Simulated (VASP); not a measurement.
# PtS2 (P6_3/mmc) in VASP: single point with PBEsol

Aim: the single point of PtS2 with PBEsol.

Everything below comes from runs of VASP 6.6.1. Logs are shortened: lines on timing, memory, paths and dates and some standing lists are left out, and cuts for length are marked.

## (1) The cell of the first run

It takes space group P6_3/mmc (No. 194, hexagonal). Conventional cell: a = 3.424 Å, b = 3.424 Å, c = 10.398 Å, α = 90.00°, β = 90.00°, γ = 120.00°. Within 3.2 Å of Pt (site symmetry -6m2) lie 6 S at 2.43 Å. Within 3.2 Å of S (site symmetry 3m) lie 3 Pt at 2.43 Å and 4 S at 2.83 to 3.09 Å.

## (2) Single point, PBEsol

Contents of INCAR:

```
SYSTEM = PtS2
PREC = Accurate
ENCUT = 520
EDIFF = 1E-6
ISMEAR = -1
SIGMA = 0.03
LREAL = .False.
LASPH = .True.
NELM = 80
ALGO = Normal
ISIF = 2
LWAVE = .False.
LCHARG = .True.
GGA = PS
LELF = .True.
LVHAR = .True.
NBANDS = 31
```

Contents of KPOINTS:

```
Automatic mesh
0
Gamma
  9 9 2
  0 0 0
```

Contents of POSCAR:

```
PtS2
1.0
    3.4236251496      0.0000000000      0.0000000000
   -1.7118125748      2.9649463526      0.0000000000
    0.0000000000      0.0000000000     10.3983263398
Pt S
2 4
Direct
    0.3333333333      0.6666666667      0.2500000000
    0.6666666667      0.3333333333      0.7500000000
    0.6666666667      0.3333333333      0.3859071544
    0.6666666667      0.3333333333      0.1140928456
    0.3333333333      0.6666666667      0.8859071544
    0.3333333333      0.6666666667      0.6140928456
```

Potentials or basis: VASP PAW PBE potentials, release 64 (Pt, S).

On the command line:

```bash
> cat potpaw_PBE.64/Pt/POTCAR potpaw_PBE.64/S/POTCAR > POTCAR
> mpirun -np 1 vasp_std > vasp.out
```

OUTCAR:

```text
SYSTEM = PtS2
   PREC = Accurate
   ENCUT = 520
   EDIFF = 1E-6
   ISMEAR = -1
   LREAL = .False.
   LASPH = .True.
   NELM = 80
   ISIF = 2
   GGA = PS

 ion  position               nearest neighbor table
   1  0.333  0.667  0.250-   3 2.43   4 2.43   3 2.43   4 2.43   3 2.43   4 2.43
   2  0.667  0.333  0.750-   5 2.43   6 2.43   5 2.43   6 2.43   5 2.43   6 2.43
   3  0.667  0.333  0.386-   1 2.43   1 2.43   1 2.43
   4  0.667  0.333  0.114-   1 2.43   1 2.43   1 2.43
   5  0.333  0.667  0.886-   2 2.43   2 2.43   2 2.43
   6  0.333  0.667  0.614-   2 2.43   2 2.43   2 2.43

  LATTYP: Found a hexagonal cell.
 ALAT       =     3.4236251496
 C/A-ratio  =     3.0372268825

  Lattice vectors:

 A1 = (   3.4236251496,   0.0000000000,   0.0000000000)
 A2 = (  -1.7118125748,   2.9649463526,   0.0000000000)
 A3 = (   0.0000000000,   0.0000000000,  10.3983263398)

Analysis of symmetry for initial positions (statically):
=====================================================================
 Subroutine PRICEL returns:
 Original cell was already a primitive cell.

 Routine SETGRP: Setting up the symmetry group for a
 hexagonal supercell.

 Subroutine GETGRP returns: Found 24 space group operations
 (whereof 12 operations were pure point group operations)
 out of a pool of 24 trial point group operations.

The static configuration has the point symmetry D_3d.
 The point group associated with its full space group is D_6h.

Analysis of symmetry for dynamics (positions and initial velocities):
=====================================================================
 Subroutine PRICEL returns:
 Original cell was already a primitive cell.

 Routine SETGRP: Setting up the symmetry group for a
 hexagonal supercell.

 Subroutine GETGRP returns: Found 24 space group operations
 (whereof 12 operations were pure point group operations)
 out of a pool of 24 trial point group operations.

The dynamic configuration has the point symmetry D_3d.
 The point group associated with its full space group is D_6h.

 Subroutine INISYM returns: Found 24 space group operations
 (whereof 12 operations are pure point group operations),
 and found     1 'primitive' translations

----------------------------------------------------------------------------------------

                                     Primitive cell

  volume of cell :     105.5520
[... 96 lines left out ...]
   EDIFF  = 0.1E-05   stopping-criterion for ELM
   LREAL  =      F    real-space projection
   EDIFFG = 0.1E-04   stopping-criterion for IOM
   NSW    =      0    number of steps for IOM
   IBRION =     -1    ionic relax: 0-MD 1-quasi-New 2-CG
   NFREE  =      0    steps in history (QN), initial steepest desc. (CG)
   ISIF   =      2    stress and relaxation
   ISYM   =      2    0-nonsym 1-usesym 2-fastsym
   POTIM  = 0.5000    time-step for ionic-motion
   TEBEG  =    0.0;   TEEND  =   0.0 temperature during run
   PSTRESS=    0.0 pullay stress
   NELECT =      44.0000    total number of electrons
   NUPDOWN=      -1.0000    fix difference up-down
   EMIN   =  10.00;   EMAX   =-10.00  energy-range for DOS
   EFERMI =   0.00;   METHOD = LEGACY
   ISMEAR =    -1;   SIGMA  =   0.03  broadening in eV -4-tet -1-fermi 0-gaus
   EFERMI_NEDOS =   21; number of points for ismear=-14 and -15
   IALGO  =     38    algorithm
   IMIX   =      4    mixing-type and parameters
     AMIX     =   0.40;   BMIX     =  1.00
     AMIX_MAG =   1.60;   BMIX_MAG =  1.00
  volume/ion in A,a.u.               =      17.59       118.72
  Fermi-wavevector in a.u.,A,eV,Ry     =   1.222936  2.311013 20.348483  1.495571
  Thomas-Fermi vector in A             =   2.358064
   LORBIT       =      0    0 simple, 1 ext, 2 COOP (PROOUT), +10 PAW based schemes
   GGA     = PS    functional components
   LHFCALC =     F    Hartree Fock is set to
   AEXX    =    0.0000 exact exchange contribution
   IVDW    =     0    specifies the selected vdW correction
   LEPSILON=     F    determine dielectric tensor
   LRPA    =     F    only Hartree local field effects (RPA)
 non-spin polarized calculation
  energy-cutoff  :      520.00
  volume of cell :      105.55
 maximum number of plane-waves:      2873
 NGX is ok and might be reduce to    28
   NGX = 13   NGY = 13   NGZ = 39

 number of electron      44.0000003 magnetization

 Free energy of the ion-electron system (eV)
  ---------------------------------------------------
  ext. energy  EPLUGINS =         0.00000000
  ---------------------------------------------------
  free energy    TOTEN  =       -30.73574389 eV

  energy without entropy =      -30.72109237  energy(sigma->0) =      -30.72841813

 E-fermi :   7.5162     XC(G=0): -11.1774

 val. band max:        7.5105108817   @ k =   0.1111   0.0000   0.5000
 cond. band min:       7.5211968921   @ k =   0.1111   0.0000   0.5000
 fundamental gap:      0.0106860104
 Fermi energy:         7.5161775260

 k-point     1 :       0.0000    0.0000    0.0000
  band No.  band energies     occupation
      1      -8.3379      2.00000
      2      -7.6413      2.00000
      3      -6.7477      2.00000
      4      -5.3826      2.00000
      5      -0.5577      2.00000
      6       1.5268      2.00000
[... 805 lines left out ...]
     30      13.0550      0.00000
     31      16.2343      0.00000

------------------------ aborting loop because EDIFF is reached ----------------------------------------

  FORCE on cell =-STRESS in cart. coord.  units (eV):
  Direction    XX          YY          ZZ          XY          YZ          ZX
  --------------------------------------------------------------------------------------
  -------------------------------------------------------------------------------------
  Total       -0.0959552     -0.0959552     -0.1070278      0.0000000      0.0000000      0.0000000
  in kB       -1.4565077     -1.4565077     -1.6245792      0.0000000      0.0000000      0.0000000
  external PRESSURE =      -1.5125315 kB  Pullay stress =       0.0000000 kB

 VOLUME and BASIS-vectors are now :
 -----------------------------------------------------------------------------
  energy-cutoff  :      520.00
  volume of cell :      105.55
      direct lattice vectors                 reciprocal lattice vectors
     3.423625150  0.000000000  0.000000000     0.292088052  0.168637115  0.000000000
    -1.711812575  2.964946353  0.000000000     0.000000000  0.337274231  0.000000000
     0.000000000  0.000000000 10.398326340     0.000000000  0.000000000  0.096169323

 POSITION                                       TOTAL-FORCE (eV/Angst)
 -----------------------------------------------------------------------------------
     -0.00000      1.97663      2.59958         0.000000      0.000000      0.000000
      1.71181      0.98832      7.79874        -0.000000      0.000000      0.000000
      1.71181      0.98832      4.01279        -0.000000      0.000000     -0.027441
      1.71181      0.98832      1.18637        -0.000000      0.000000      0.027441
     -0.00000      1.97663      9.21195         0.000000     -0.000000     -0.027441
     -0.00000      1.97663      6.38554         0.000000     -0.000000      0.027441
 -----------------------------------------------------------------------------------
    total drift:                                0.000000     -0.000000      0.000000

  FREE ENERGIE OF THE ION-ELECTRON SYSTEM (eV)
  ---------------------------------------------------
  free  energy   TOTEN  =       -30.7357438850 eV

  energy  without entropy=      -30.7210923654  energy(sigma->0) =      -30.72841813
```

stdout:

```text
POSCAR found type information on POSCAR PtS
 POSCAR found :  2 types and       6 ions
 scaLAPACK will be used
 -----------------------------------------------------------------------------
|                                                                             |
|                                                                             |
|     You enforced a specific xc type in the INCAR file but a different       |
|     I HOPE YOU KNOW WHAT YOU ARE DOING!                                     |
|                                                                             |
 -----------------------------------------------------------------------------

 LDA part: xc-table for (Slater+PW92), standard interpolation
 POSCAR, INCAR and KPOINTS ok, starting setup
 FFT: planning ... GRIDC
 FFT: planning ... GRID_SOFT
 FFT: planning ... GRID
 WAVECAR not read
 entering main loop
```

Run time: 47 s. Hardware: 1 thread of Intel Xeon 6975P-C (Granite Rapids), shared host; peak memory 0.26 GiB.

Results:

| Property | Result |
| --- | --- |
| Free energy | -30.7357 eV |
| Pressure | -0.2 GPa |
| Largest force | 0.027 eV/Å |
| Band gap on the k mesh | zero (band 22 reaches 7.76 eV, above the bottom of band 23 at 7.09 eV) |

Forces on the atoms (eV/Å):
```
Pt   0.000  0.000  0.000
Pt   0.000  0.000  0.000
S    0.000  0.000 -0.027
S    0.000  0.000  0.027
S    0.000  0.000 -0.027
S    0.000  0.000  0.027
```

Caveat: the PAW data sets were made with another functional, which shifts forces and pressure a little; spin-orbit coupling is left out, which moves the levels of the heavy elements.
